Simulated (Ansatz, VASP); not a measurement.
# Two plane-wave programs on Cs2InAgCl6

File INCAR:

```
SYSTEM = Cs2InAgCl6
ALGO = Normal
EDIFF = 1E-6
ENCUT = 500
GGA = CA
GGA_COMPAT = .False.
ISIF = 2
ISMEAR = 0
LASPH = .True.
LCHARG = .False.
LREAL = .False.
LWAVE = .False.
NBANDS = 53
NELM = 120
PREC = Accurate
SIGMA = 0.01
```

KPOINTS

```
k-points
0
Gamma
  4 4 4
  0 0 0
```

The input POSCAR:

```
Cs2InAgCl6
1.0
    0.0000000000      5.3203267297      5.3203267297
    5.3203267297      0.0000000000      5.3203267297
    5.3203267297      5.3203267297      0.0000000000
Cs In Ag Cl
2 1 1 6
Direct
    0.2500000000      0.2500000000      0.2500000000
    0.7500000000      0.7500000000      0.7500000000
    0.0000000000      0.0000000000      0.0000000000
    0.5000000000      0.5000000000      0.5000000000
    0.7602100000      0.2397900000      0.2397900000
    0.2397900000      0.7602100000      0.2397900000
    0.2397900000      0.7602100000      0.7602100000
    0.7602100000      0.2397900000      0.7602100000
    0.2397900000      0.2397900000      0.7602100000
    0.7602100000      0.7602100000      0.2397900000
```

Input for Ansatz:

```yaml
crystal:
  lattice:
    - [0.0, 5.32032672974735, 5.32032672974735]
    - [5.32032672974735, 0.0, 5.32032672974735]
    - [5.32032672974735, 5.32032672974735, 0.0]
  atoms:
    - { symbol: Cs, position: [0.25, 0.25, 0.25] }
    - { symbol: Cs, position: [0.75, 0.75, 0.75] }
    - { symbol: In, position: [0.0, 0.0, 0.0] }
    - { symbol: Ag, position: [0.5, 0.5, 0.5] }
    - { symbol: Cl, position: [0.76021, 0.23979, 0.23979] }
    - { symbol: Cl, position: [0.23979, 0.76021, 0.23979] }
    - { symbol: Cl, position: [0.23979, 0.76021, 0.76021] }
    - { symbol: Cl, position: [0.76021, 0.23979, 0.76021] }
    - { symbol: Cl, position: [0.23979, 0.23979, 0.76021] }
    - { symbol: Cl, position: [0.76021, 0.76021, 0.23979] }
basis:
  ecutwfc: 500.0
kpoints:
  mp_grid:
    grid: [4, 4, 4]
hamiltonian:
  xc: lda
  pseudopotentials:
    kind: paw
scf:
  occupations:
    method: fixed
output:
  stress: true
```

Alike in both runs: task single point; functional LDA; k mesh 4 × 4 × 4; no spin polarisation.

|  | VASP | Ansatz |
| --- | --- | --- |
| version | VASP 6.6.1 | Ansatz 0.2.0 |
| potentials or method | VASP PAW LDA potentials, release 64 (Cs_sv, In_d, Ag, Cl), cutoff 500 eV | plane waves, PAW |
| occupations | gaussian, width 0.01 eV | fixed |
| valence electrons in the cell | 84 | 92 |

```csv
,VASP,Ansatz,Ansatz less VASP
pressure (GPa),-3.5,-3.5,+0.02
```

LDA's correlation is that of Perdew and Zunger in VASP and of Perdew and Wang (1992) in Ansatz. VASP's potentials hold 84 valence electrons a cell and Ansatz's 92, so a difference there can come from the potentials and not from the codes.

Spin-orbit coupling is off throughout.
